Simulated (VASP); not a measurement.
Wanted: the native input for a VASP 6.6.1 run.

```
Task                   : electric field gradients
Functional             : LDA
Potentials or basis    : VASP PAW LDA potentials, release 64 (Sr_sv)
Cutoff                 : 520 eV
k mesh                 : 10 × 10 × 10
Occupations            : fermi-dirac, width 0.05 eV
Spin                   : no spin polarisation
Dipole correction      : no
Further INCAR settings : ALGO = Normal; EDIFF = 1e-08; NBANDS = 11
```

The structure of Sr lies in POSCAR:

```
Sr
1.0
   -2.4022136893      2.4022136893      2.4022136893
    2.4022136893     -2.4022136893      2.4022136893
    2.4022136893      2.4022136893     -2.4022136893
Sr
1
Direct
    0.0000000000      0.0000000000      0.0000000000
```

The input as run:

INCAR

```
SYSTEM = Sr
ALGO = Normal
EDIFF = 1E-8
ENCUT = 520
GGA = CA
ISIF = 2
ISMEAR = -1
LASPH = .True.
LCHARG = .False.
LEFG = .True.
LREAL = .False.
LWAVE = .False.
NBANDS = 11
NELM = 100
PREC = Accurate
SIGMA = 0.05
```

KPOINTS

```
k-points
0
Gamma
  10 10 10
  0 0 0
```

Potentials or basis: VASP PAW LDA potentials, release 64 (Sr_sv).

The run is started by

```console
$ cat potpaw_LDA.64/Sr_sv/POTCAR > POTCAR
$ mpirun -np 1 vasp_std > vasp.out
```

It gave:

```json
{"Pressure": "-1.6 GPa", "Band gap on the k mesh": "zero (band 5 reaches 1.58 eV, above the bottom of band 6 at 1.25 eV)"}
```

Caveat: without QUAD_EFG the Cq values of the log hold for a quadrupole moment of 1 mb, not for the nuclei.

Run time: 36 s on 1 thread of AMD EPYC 7571 (shared host), peak memory 0.13 GiB.
